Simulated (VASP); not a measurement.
## Rh: single point with PBEsol

Crystal: Rh.

```
Rh
1.0
     2.73098    0.00000    0.00000
    -1.36549    2.36510    0.00000
     0.00000    0.00000    4.60563
Rh
2
Direct
  0.33333 0.66667 0.25000
  0.66667 0.33333 0.75000
```

```json
{"Program": "VASP 6.6.1", "Task": "single point", "Functional": "PBEsol", "Potentials or basis": "VASP PAW PBE potentials, release 64 (Rh_pv)", "Cutoff": "520 eV", "k mesh": "9 × 9 × 5", "Occupations": "fermi-dirac, width 0.05 eV", "Spin": "no spin polarisation"}
```

```yaml
Pressure: -21.1 GPa
Band_gap_on_the_k_mesh: zero (band 15 reaches 10.99 eV, above the bottom of band 16 at 9.12 eV)
```

Stress tensor (GPa, compression positive):
```
-17.61   0.00   0.00
  0.00 -17.61   0.00
  0.00   0.00 -28.02
```

Levels at points of the mesh, in eV from the Fermi level:
```
           k point  band 12  band 13  band 14  band 15  band 16  band 17  band 18  band 19
(0.00, 0.00, 0.00)    -2.23    -2.23    -1.38    -1.38     0.20     0.20     0.42     7.30
```

It took 12 s on 1 thread of Intel(R) Xeon(R) Platinum 8488C (Sapphire Rapids), on a shared host, peak memory 0.15 GiB.

Caveat: the PAW data sets were made with another functional, which shifts forces and pressure a little.
